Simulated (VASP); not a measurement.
A run of VASP 6.6.1:

The input INCAR:

```
PREC = Accurate
ENCUT = 520
EDIFF = 1E-7
ISMEAR = 0
SIGMA = 0.15
LREAL = False
LASPH = True
NELM = 60
ALGO = Normal
ISIF = 2
LWAVE = False
LCHARG = True
GGA = CA
LELF = True
LVHAR = True
NBANDS = 16
```

File KPOINTS:

```
Automatic mesh
0
Gamma
  18 18 10
```

Contents of POSCAR:

```
Ir
1.0
    2.8946000000      0.0000000000      0.0000000000
   -1.4473000000      2.5067971338      0.0000000000
    0.0000000000      0.0000000000      4.2400000000
Ir
2
Direct
    0.6666666667      0.3333333333      0.7500000000
    0.3333333333      0.6666666667      0.2500000000
```

Potentials or basis: VASP PAW LDA potentials, release 64 (Ir).

Launch:

```console
$ cat potpaw_LDA.64/Ir/POTCAR > POTCAR
$ mpirun -np 1 vasp_std > vasp.out
```

Hardware: 1 thread of Intel Xeon 8259CL (shared host).

Question: How long does it take, and how much memory?

Answer: Wall time 110 s on 1 thread of Intel Xeon 8259CL, with other jobs on the host, peak memory 0.21 GiB. Counts: scf iterations 12, k points 222.
